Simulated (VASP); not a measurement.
Runs of VASP 6.6.1 on Cd. The structure is that of space group Im-3m (No. 229), or close to it. The cells are those of the table. This isn't the form of Cd at room conditions, which is hcp.

| task | cell | gap on the mesh (eV) | pressure (GPa) |
| --- | --- | --- | --- |
| relaxation of cell and atoms | relaxed to 10 GPa from a = 3.040 Å, angles 109.5°, 1 atom | none | 10.2 |
| single point | a = 2.867 Å, angles 109.5°, 1 atom | none | 11.0 |
| relaxation of cell and atoms | relaxed to 20 GPa from a = 3.040 Å, angles 109.5°, 1 atom | none | 20.1 |
| single point | a = 2.977 Å, angles 109.5°, 1 atom | none | (a) |
| single point | a = 2.913 Å, angles 109.5°, 1 atom | none | 5.8 |

Alike in all rows: level LDA; potentials or basis VASP PAW LDA potentials, release 64 (Cd); no spin polarisation; k mesh 19 × 19 × 19; cutoff (eV) 500; smearing gaussian 0.05 eV.

Question: Estimate the missing entries.

Answer: (a) 0.6.

Caveats: the cell is relaxed towards a set pressure, so the run minimises the enthalpy, not the energy (at least some runs); the cell stands under pressure (at least some runs).

A k mesh can miss the band edges, and the runs leave out spin-orbit coupling on Cd.

A gap of «none» marks levels without a gap at the run's occupations.
